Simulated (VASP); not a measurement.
LaB6:

```xyz
7
Lattice="4.1570 0.0000 0.0000 0.0000 4.1570 0.0000 0.0000 0.0000 4.1570" Properties=species:S:1:pos:R:3 pbc="T T T"
La    0.0000    0.0000    0.0000
B     0.8210    2.0785    2.0785
B     2.0785    0.8210    2.0785
B     3.3360    2.0785    2.0785
B     2.0785    3.3360    2.0785
B     2.0785    2.0785    0.8210
B     2.0785    2.0785    3.3360
```

```yaml
Program: VASP 6.6.1
Task: relaxation of cell and atoms
Functional: r2SCAN
Potentials_or_basis: VASP PAW PBE potentials, release 64 (La, B)
Cutoff: 600 eV
k_mesh: 8 × 8 × 8
Occupations: fermi-dirac, width 0.1 eV
Spin: no spin polarisation
```

At the start: pressure -1.0 GPa; volume 10.26 Å³/atom.

Task: Where does the relaxation end?

Result: Over 3 steps the energy falls by 3.0 meV/atom and the volume is 10.23 Å³/atom (-0.3 %); space group Pm-3m (No. 221, to 0.1 Å) before and after.

Step by step:
```tsv
step	energy change (eV)	largest force (eV/Å)	pressure (GPa)	volume (Å³)
1	0.0000	0.6579	-1.05	71.84
2	0.0730	1.4032	2.69	71.14
3	-0.0209	0.0006	-0.06	71.61
```

Final structure:
```
CELL_PARAMETERS angstrom
4.15265 0.00000 0.00000
0.00000 4.15265 0.00000
0.00000 0.00000 4.15265
ATOMIC_POSITIONS crystal
La 0.00000 0.00000 0.00000
B 0.19995 0.50000 0.50000
B 0.50000 0.19995 0.50000
B 0.80005 0.50000 0.50000
B 0.50000 0.80005 0.50000
B 0.50000 0.50000 0.19995
B 0.50000 0.50000 0.80005
```

Caveat: the PAW data sets were made with another functional, which shifts forces and pressure a little; an odd number of electrons without spin polarisation forces a metal; a magnetic or distorted state may lie lower.
